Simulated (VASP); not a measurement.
Wanted: the native input for a VASP 6.6.1 run.

```yaml
Task: single point
Functional: PBE
Potentials_or_basis: VASP PAW PBE potentials, release 64 (Ca_sv)
Cutoff: 520 eV
k_mesh: 14 × 14 × 14
Occupations: fermi-dirac, width 0.08 eV
Spin: no spin polarisation
Dipole_correction: no
Further_INCAR_settings: ALGO = Normal; EDIFF = 1e-06; NBANDS = 11
```

The structure of Ca lies in POSCAR:

```
Ca
1.0
    0.0000000000      2.7627070339      2.7627070339
    2.7627070339      0.0000000000      2.7627070339
    2.7627070339      2.7627070339      0.0000000000
Ca
1
Direct
    0.0000000000      0.0000000000      0.0000000000
```

These files were run (other wordings do the same):

INCAR

```
  PREC = Accurate
  ENCUT = 520
  EDIFF = 1E-6
  ISMEAR = -1
  SIGMA = 0.08
  LREAL = F
  LASPH = T
  NELM = 60
  ALGO = Normal
  ISIF = 2
  LWAVE = F
  LCHARG = F
  GGA = PE
  NBANDS = 11
```

KPOINTS

```
regular mesh
0
Gamma
  14 14 14
```

Potentials or basis: VASP PAW PBE potentials, release 64 (Ca_sv).

Launch:

```console
$ cat potpaw_PBE.64/Ca_sv/POTCAR > POTCAR
$ mpirun -np 1 vasp_std > vasp.out
```

Results of the run:

| Item | Value |
| --- | --- |
| Pressure | 0.0 GPa |
| Band gap on the k mesh | zero (band 5 reaches 2.11 eV, above the bottom of band 6 at 1.80 eV) |

Wall time 33 s on 1 thread of Intel(R) Xeon(R) Platinum 8259CL CPU @ 2.50GHz (Skylake/Cascade Lake), on a shared host, peak memory 0.19 GiB.
